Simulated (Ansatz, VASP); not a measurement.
## BAs: VASP beside Ansatz

```
B As
1.0
     0.00000    2.40462    2.40462
     2.40462    0.00000    2.40462
     2.40462    2.40462    0.00000
B As
1 1
Direct
  0.00000 0.00000 0.00000
  0.25000 0.25000 0.25000
```

Alike in both runs: functional PBE; k mesh 12 × 12 × 12; no spin polarisation.

Ansatz relaxed the structure, and its values are those at the end. VASP's run is a single point on that final structure, the one shown.

|  | VASP | Ansatz |
| --- | --- | --- |
| version | VASP 6.6.1 | Ansatz 0.2.0 |
| potentials or method | VASP PAW PBE potentials, release 64 (B, As), cutoff 500 eV | scalar-relativistic, plane waves, PAW |
| occupations | gaussian, width 0.01 eV | fixed |
| valence electrons in the cell | 8 | 18 |

Ansatz gave:

| Item | Value |
| --- | --- |
| gap on the k mesh at the Fermi level (eV) | 1.21 |
| least direct gap on the mesh (eV) | 3.26 |
| pressure (GPa) | 0.0 |

Question: Which values does VASP return?

Answer: gap on the k mesh at the Fermi level (eV): 1.20; least direct gap on the mesh (eV): 3.25; pressure (GPa): 0.6.

VASP's potentials hold 8 valence electrons a cell and Ansatz's 18, so a difference there can come from the potentials and not from the codes.
